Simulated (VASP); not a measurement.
Set up this calculation in VASP 6.6.1, as the native input.

- Task: single point
- Functional: PBEsol
- Potentials or basis: VASP PAW PBE potentials, release 64 (Na_pv, I)
- Cutoff: 520 eV
- k mesh: 6 × 6 × 6
- Occupations: gaussian, width 0.05 eV
- Spin: no spin polarisation
- Dipole correction: no
- Further INCAR settings: ALGO = Normal; EDIFF = 1e-07; NBANDS = 14

The structure of NaI lies in POSCAR:

```
NaI
1.0
    0.0000000000      3.2849460000      3.1393080000
    3.2849460000      0.0000000000      3.1393080000
    3.2849460000      3.2849460000      0.0000000000
Na I
1 1
Direct
    0.0000000000      0.0000000000      0.0000000000
    0.5000000000      0.5000000000      0.5000000000
```

This cell differs from its parent crystal: strain +0.015 along x and y, -0.030 along z.

These files were run (other wordings do the same):

INCAR

```
ALGO     = Normal         # electronic algorithm
EDIFF    = 1E-7           # SCF threshold, eV
ENCUT    = 520            # plane-wave cutoff, eV
GGA      = PS             # functional
ISIF     = 2              # what is computed and relaxed
ISMEAR   = 0              # smearing method
LASPH    = True           # aspherical terms in the spheres
LCHARG   = False          # write CHGCAR
LREAL    = False          # projectors in reciprocal space
LWAVE    = False          # write WAVECAR
NBANDS   = 14             # bands
NELM     = 60             # most SCF steps
PREC     = Accurate       # precision mode
SIGMA    = 0.05           # smearing width, eV
```

KPOINTS

```
k-points
0
Gamma
  6 6 6
```

Potentials or basis: VASP PAW PBE potentials, release 64 (Na_pv, I).

Run with:

```bash
$ cat potpaw_PBE.64/Na_pv/POTCAR potpaw_PBE.64/I/POTCAR > POTCAR
$ mpirun -np 1 vasp_std > vasp.out
```

It gave:

```yaml
Pressure: -0.4 GPa
Band_gap_on_the_k_mesh: 3.49 eV
```

Caveat: the cell differs from its parent crystal (strain +0.015 along x and y, -0.030 along z); the PAW data sets were made with another functional, which shifts forces and pressure a little; spin-orbit coupling is left out, which moves the levels of the heavy elements.

Run time: 45 s on 1 thread of Intel Xeon 8259CL (shared host), peak memory 0.21 GiB.
